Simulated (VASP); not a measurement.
LiH:

```xyz
8
Lattice="1.3142 -4.6472 -0.0300 1.4146 4.6765 0.0080 -0.0454 0.0229 5.5011" Properties=species:S:1:pos:R:3 pbc="T T T"
Li    1.2971    1.4378    2.1977
Li    1.1921   -1.5343    0.6777
Li    1.2787    1.5254    4.6899
Li    1.4493   -1.4140    3.2368
H     1.1787   -3.2648    0.7844
H     1.4742    3.5924    2.3101
H     1.3197   -3.3641    3.3273
H     1.4266    3.4975    4.7315
```

| Property | Result |
| --- | --- |
| Program | VASP 6.6.1 |
| Task | relaxation of cell and atoms |
| Functional | PBEsol |
| Potentials or basis | VASP PAW PBE potentials, release 64 (Li_sv, H) |
| Cutoff | 600 eV |
| k mesh | 6 × 6 × 4 |
| Occupations | fermi-dirac, width 0.05 eV |
| Spin | no spin polarisation |

At the start: pressure 2.3 GPa; volume 8.75 Å³/atom.

**Question.** Where does the relaxation end?

**Answer.** Over 31 steps the energy falls by 163.6 meV/atom and the volume is 7.85 Å³/atom (-10.3 %); space group P1 (No. 1, to 0.1 Å) before, Fm-3m (No. 225, to 0.1 Å).

The path:
| step | energy change (eV) | largest force (eV/Å) | pressure (GPa) | volume (Å³) |
| --- | --- | --- | --- | --- |
| 1 | 0.0000 | 1.1387 | 2.32 | 69.97 |
| 2 | -0.2615 | 0.8481 | 0.89 | 71.25 |
| 3 | -0.5467 | 0.3332 | -1.56 | 74.30 |
| 4 | -0.5566 | 0.2963 | -1.92 | 74.91 |
| 5 | -0.6021 | 0.2588 | -1.36 | 73.21 |
| 6 | -0.6478 | 0.2579 | 0.50 | 68.80 |
| 7 | -0.6486 | 0.2524 | 0.24 | 69.33 |
| 8 | -0.6647 | 0.1884 | 0.23 | 69.11 |
| 9 | -0.6903 | 0.1954 | 0.33 | 68.44 |
| 10 | -0.7083 | 0.2037 | 0.16 | 68.55 |
| 11 | -0.7683 | 0.2653 | -0.32 | 68.83 |
| 12 | -0.8884 | 0.3653 | -1.07 | 69.18 |
| 13 | -0.8113 | 1.1713 | -1.22 | 68.99 |
| 14 | -0.9165 | 0.5811 | -1.21 | 69.25 |
| 15 | -0.9220 | 0.6887 | -1.29 | 69.25 |
| 16 | -0.9300 | 0.7002 | -1.34 | 69.23 |
| 17 | -0.9476 | 0.7335 | -1.47 | 69.15 |
| 18 | -0.9473 | 0.7936 | -1.62 | 68.93 |
| 19 | -0.9531 | 0.7663 | -1.56 | 69.06 |
| 20 | -0.9754 | 0.7160 | -1.56 | 68.84 |
| 21 | -1.0362 | 0.5772 | -1.54 | 68.18 |
| 22 | -1.1318 | 0.3455 | -1.37 | 66.89 |
| 23 | -1.2170 | 0.3704 | -0.46 | 64.33 |
| 24 | -1.2411 | 0.3247 | -0.35 | 63.97 |
| 25 | -1.2837 | 0.1889 | 0.10 | 62.87 |
| 26 | -1.2873 | 0.1411 | 0.34 | 62.40 |
| 27 | -1.2985 | 0.0926 | 0.17 | 62.59 |
| 28 | -1.3070 | 0.0458 | -0.09 | 62.93 |
| 29 | -1.3083 | 0.0190 | -0.02 | 62.81 |
| 30 | -1.3085 | 0.0165 | 0.02 | 62.74 |
| 31 | -1.3087 | 0.0082 | 0.01 | 62.76 |

Final structure:
```
CELL_PARAMETERS angstrom
2.16813 -4.35375 0.00047
0.60624 3.93396 -0.00086
-0.00124 0.00248 5.61968
ATOMIC_POSITIONS crystal
Li 0.23963 0.49663 0.37581
Li 0.74054 0.49773 0.12581
Li 0.24225 0.49903 0.87586
Li 0.74113 0.49816 0.62580
H 0.74090 0.99842 0.12595
H 0.23998 0.99748 0.37573
H 0.74093 0.99826 0.62591
H 0.24193 0.99913 0.87586
```

Caveat: the cutoff is under 1.25 times the usual one of these potentials, so pressure, stress and relaxed cells hold a basis-set (Pulay) error; a cell axis changed by over 15 % at a fixed basis, so the end point is rough; the PAW data sets were made with another functional, which shifts forces and pressure a little.
